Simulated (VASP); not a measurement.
Input of a VASP 6.6.1 run:

The input INCAR:

```
ALGO = Normal
EDIFF = 1E-6
ENCUT = 520
GGA = PS
ISIF = 2
ISMEAR = -1
LASPH = True
LCHARG = False
LREAL = False
LWAVE = False
NBANDS = 20
NELM = 100
PREC = Accurate
SIGMA = 0.1
```

The input KPOINTS:

```
k-points
0
Gamma
  11 11 15
```

File POSCAR:

```
Co
1.0
    3.8548903590      0.0000000000      0.0000000000
   -1.9274451795      3.3384329797      0.0000000000
    0.0000000000      0.0000000000      2.3611187515
Co
3
Direct
    0.0000000000      1.0000000000      0.0000000000
    0.3333333333      0.6666666667      0.5000000000
    0.6666666667      0.3333333333      0.5000000000
```

Potentials or basis: VASP PAW PBE potentials, release 64 (Co).

Launch:

```sh
$ cat potpaw_PBE.64/Co/POTCAR > POTCAR
$ mpirun -np 1 vasp_std > vasp.out
```

Question: Predict the pressure.

Answer: -0.8 GPa.

Question: Estimate the band gap on the k mesh.

Answer: Zero (an odd number of electrons rules out a gap without spin polarisation).

Stress tensor (GPa, compression positive):
```
-0.98  0.00  0.00
 0.00 -0.98  0.00
 0.00  0.00 -0.60
```

Caveat: the PAW data sets were made with another functional, which shifts forces and pressure a little; the run has no spin polarisation, though such a crystal can be magnetic. Spin polarisation is off, so any magnetic state and its effect on volume and gap are missing.
